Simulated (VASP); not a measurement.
Crystal: Ti.

```
Ti
1.0
     0.00000    2.68904    2.68904
     2.68904    0.00000    2.68904
     2.68904    2.68904    0.00000
Ti
2
Direct
  0.50000 0.50000 0.50000
  0.75000 0.75000 0.75000
```

```yaml
Program: VASP 6.6.1
Task: relaxation of cell and atoms
Functional: PBEsol
Potentials_or_basis: VASP PAW PBE potentials, release 64 (Ti_sv)
Cutoff: 600 eV
k_mesh: 18 × 18 × 18
Occupations: gaussian, width 0.1 eV
Spin: no spin polarisation
```

At the start: pressure 3.2 GPa; volume 19.44 Å³/atom.

Where does the relaxation end?

Over 4 steps the energy falls by 16.0 meV/atom and the volume is 21.13 Å³/atom (+8.7 %); space group Fd-3m (No. 227, to 0.05 Å).

The path:
```
step  energy change (eV)  largest force (eV/Å)  pressure (GPa)  volume (Å³)
   1              0.0000                0.0000            3.21        38.89
   2             -0.0286                0.0000            1.05        41.12
   3             -0.0301                0.0000           -0.71        43.08
   4             -0.0321                0.0000            0.00        42.26
```

Final structure:
```
CELL_PARAMETERS angstrom
0.00000 2.76466 2.76466
2.76466 0.00000 2.76466
2.76466 2.76466 0.00000
ATOMIC_POSITIONS crystal
Ti 0.50000 0.50000 0.50000
Ti 0.75000 0.75000 0.75000
```

Caveat: the PAW data sets were made with another functional, which shifts forces and pressure a little.
